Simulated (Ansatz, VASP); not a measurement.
**Ru: VASP beside Ansatz**

```
Ru
1.0
     2.67784    0.00000    0.00000
    -1.33892    2.31908    0.00000
     0.00000    0.00000    4.21520
Ru
2
Direct
  0.33333 0.66667 0.25000
  0.66667 0.33333 0.75000
```

Alike in both runs: functional LDA; k mesh 13 × 13 × 8; occupations fermi-dirac, width 0.05 eV; collinear spin.

Ansatz relaxed the structure, and its values are those at the end. VASP's run is a single point on that final structure, the one shown.

|  | VASP | Ansatz |
| --- | --- | --- |
| version | VASP 6.6.1 | Ansatz 0.2.0 |
| potentials or method | VASP PAW LDA potentials, release 64 (Ru_pv), cutoff 520 eV | plane waves (420 eV) with PAW, scalar-relativistic |
| valence electrons in the cell | 28 | 32 |

```tsv
	VASP	Ansatz	Ansatz less VASP
pressure (GPa)	1.0	0.0	-1.00
net moment per atom (μB)	0.00	0.00	0.000
```

Ansatz warns that its potentials were made for another functional, while VASP's fit it. LDA's correlation is that of Perdew and Zunger in VASP and of Perdew and Wang (1992) in Ansatz. VASP's potentials hold 28 valence electrons a cell and Ansatz's 32, so a difference there can come from the potentials and not from the codes. Ansatz's warnings: seeded moment not kept.
